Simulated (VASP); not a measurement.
Sn, 2 atoms in the cell. Symmetry: Fd-3m, No. 227, cubic system. The conventional cell has a = 6.476 Å, b = 6.476 Å, c = 6.476 Å, α = 90.00°, β = 90.00°, γ = 90.00°. Sn (site symmetry -43m) has 4 Sn at 2.80 Å within 3.7 Å. 

* Program: VASP 6.6.1
* Task: single point
* Functional: LDA
* Potentials or basis: VASP PAW LDA potentials, release 64 (Sn_d)
* Cutoff: 520 eV
* k mesh: 9 × 9 × 9
* Occupations: gaussian, width 0.2 eV
* Spin: no spin polarisation
* Dipole correction: no
* Further INCAR settings: ALGO = Normal; EDIFF = 1e-06; NBANDS = 21

Potentials or basis: VASP PAW LDA potentials, release 64 (Sn_d).

Command:

```sh
$ cat potpaw_LDA.64/Sn_d/POTCAR > POTCAR
$ mpirun -np 1 vasp_std > vasp.out
```

Hardware: 1 thread of Intel(R) Xeon(R) Platinum 8488C (Sapphire Rapids), on a shared host.

Q: Estimate the wall time of this run.

A: It took 35 s on 1 thread of Intel(R) Xeon(R) Platinum 8488C (Sapphire Rapids), with other jobs on the host, peak memory 0.19 GiB. Counts: scf iterations 11, k points 35.
